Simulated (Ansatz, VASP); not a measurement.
**One calculation of Sn3TeO2, two programs**

```
CELL_PARAMETERS angstrom
6.65467 0.00000 0.00000
-3.32734 5.76311 0.00000
0.00000 0.00000 3.32919
ATOMIC_POSITIONS crystal
Sn 0.50000 0.50000 0.50000
Sn 0.50000 0.00000 0.50000
Sn 0.00000 0.50000 0.50000
Te 0.00000 0.00000 0.00000
O 0.66667 0.33333 0.00000
O 0.33333 0.66667 0.00000
```

Change from the starting cell: species swapped into the YSi2Ru3 type (P6/mmm, No. 191).

Alike in both runs: task relaxation of cell and atoms; functional PBE; k mesh 3 × 3 × 6; occupations gaussian, width 0.1 eV; no spin polarisation.

```csv
,VASP,Ansatz
version,VASP 6.6.1,Ansatz 0.2.0
potentials or method,"VASP PAW PBE potentials, release 64 (Sn_d, Te, O), cutoff 600 eV","scalar-relativistic, plane waves, PAW"
valence electrons in the cell,60,70
```

```csv
,VASP,Ansatz,Ansatz less VASP
"gap on the k mesh at the Fermi level, each at its own relaxed structure (eV)",none,none,-
relaxed volume (Å³/atom),21.39,21.37,-0.013
relaxed length of the cell vector where the two differ most in proportion (Å),6.619,6.616,-0.0028
```

A gap of «none» marks a metal or a gap that the smearing closes. VASP's potentials hold 60 valence electrons a cell and Ansatz's 70, so a difference there can come from the potentials and not from the codes.

The k mesh is coarse, so the values compare programs but aren't converged. Spin-orbit coupling is off throughout.
